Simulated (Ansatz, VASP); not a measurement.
## Cu2Ni3 in VASP and in Ansatz

Contents of INCAR:

```
SYSTEM = Cu2Ni3
PREC = Accurate
ENCUT = 520
EDIFF = 1E-6
ISMEAR = 0
SIGMA = 0.1
LREAL = .False.
LASPH = .True.
NELM = 150
ALGO = Fast
ISIF = 2
LWAVE = .False.
LCHARG = .False.
ISPIN = 2
MAGMOM = 0 0 0.46 0.46 0.46
LORBIT = 11
LMAXMIX = 4
GGA = PE
NBANDS = 38
```

KPOINTS

```
regular mesh
0
Gamma
  6 6 6
  0 0 0
```

POSCAR

```
Cu2Ni3
1.0
    1.2544401000      0.7242513000     10.3139612000
   -1.2544401000      0.7242513000     10.3139612000
    0.0000000000     -1.4485026000     10.3139612000
Cu Ni
2 3
Direct
    0.0997520000      0.0997520000      0.0997520000
    0.9002480000      0.9002480000      0.9002480000
    0.6990660000      0.6990660000      0.6990660000
    0.3009340000      0.3009340000      0.3009340000
    0.5000000000      0.5000000000      0.5000000000
```

Input for Ansatz:

```yaml
crystal:
  lattice:
    - [1.2544401, 0.7242513, 10.3139612]
    - [-1.2544401, 0.7242513, 10.3139612]
    - [0.0, -1.4485026, 10.3139612]
  atoms:
    - { symbol: Cu, position: [0.099752, 0.099752, 0.099752] }
    - { symbol: Cu, position: [0.900248, 0.900248, 0.900248] }
    - { symbol: Ni, position: [0.699066, 0.699066, 0.699066], spin: 0.46 }
    - { symbol: Ni, position: [0.300934, 0.300934, 0.300934], spin: 0.46 }
    - { symbol: Ni, position: [0.5, 0.5, 0.5], spin: 0.46 }
basis:
  ecutwfc: 420
kpoints:
  mp_grid: { grid: [6, 6, 6] }
hamiltonian:
  xc: pbe
scf:
  occupations: { method: gaussian, width: 0.1 }
  lower_state_search: "off"
output:
  forces: true
  stress: true
  eigenvalues: true
  populations: true
magnetization:
  spin_polarized: true
```

Alike in both runs: task single point; functional PBE; k mesh 6 × 6 × 6; occupations gaussian, width 0.1 eV; collinear spin.

|  | VASP | Ansatz |
| --- | --- | --- |
| version | VASP 6.6.1 | Ansatz 0.2.0 |
| potentials or method | VASP PAW PBE potentials, release 64 (Cu, Ni), cutoff 520 eV | scalar-relativistic, plane waves, PAW |
| valence electrons in the cell | 52 | 92 |

|  | VASP | Ansatz | Ansatz less VASP |
| --- | --- | --- | --- |
| gap on the k mesh at the Fermi level (eV) | none | none | - |
| pressure (GPa) | -0.2 | -0.4 | -0.23 |
| rms of the force components (eV/Å) | 0.023 | 0.022 | -0.0007 |
| net moment per atom (μB) | 0.21 | 0.21 | +0.005 |
| size of the moment on the site where the two differ most (μB) | 0.51 | 0.54 | +0.030 |

Site moments also hang on the region over which each program counts them. Atom by atom the forces differ by 0.002 eV/Å (rms over components). A gap of «none» marks a metal or a gap that the smearing closes. With one functional, cell and mesh, what is left measures potentials, basis and numerics. VASP's potentials hold 52 valence electrons a cell and Ansatz's 92, so a difference there can come from the potentials and not from the codes.

The k mesh is coarse, so the values compare programs but aren't converged.
